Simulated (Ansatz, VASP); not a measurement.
## Two plane-wave programs on WSe2

```
W Se
1.0
     3.27023    0.00000    0.00000
    -1.63512    2.83211    0.00000
     0.00000    0.00000   17.85337
W Se
1 2
Direct
  0.33333 0.66667 0.00000
  0.66667 0.33333 0.90629
  0.66667 0.33333 0.09371
```

Alike in both runs: functional PBEsol; k mesh 12 × 12 × 2; occupations gaussian, width 0.02 eV; no spin polarisation.

Ansatz relaxed the structure, and its values are those at the end. VASP's run is a single point on that final structure, the one shown.

```csv
,VASP,Ansatz
version,VASP 6.6.1,Ansatz 0.2.0
potentials or method,"VASP PAW PBE potentials, release 64 (W_sv, Se), cutoff 520 eV","scalar-relativistic, plane waves, PAW"
valence electrons in the cell,26,46
```

|  | VASP | Ansatz | Ansatz less VASP |
| --- | --- | --- | --- |
| gap on the k mesh at the Fermi level (eV) | 1.69 | 1.69 | -0.001 |
| least direct gap on the mesh (eV) | 1.69 | 1.69 | +0.003 |
| rms of the force components (eV/Å) | 0.026 | 0.003 | -0.0238 |

VASP's potentials were made for PBE, not for PBEsol. The functional is the same, so the differences come from potentials, cutoffs and numerics. VASP's potentials hold 26 valence electrons a cell and Ansatz's 46, so a difference there can come from the potentials and not from the codes.

Spin-orbit coupling is off throughout.
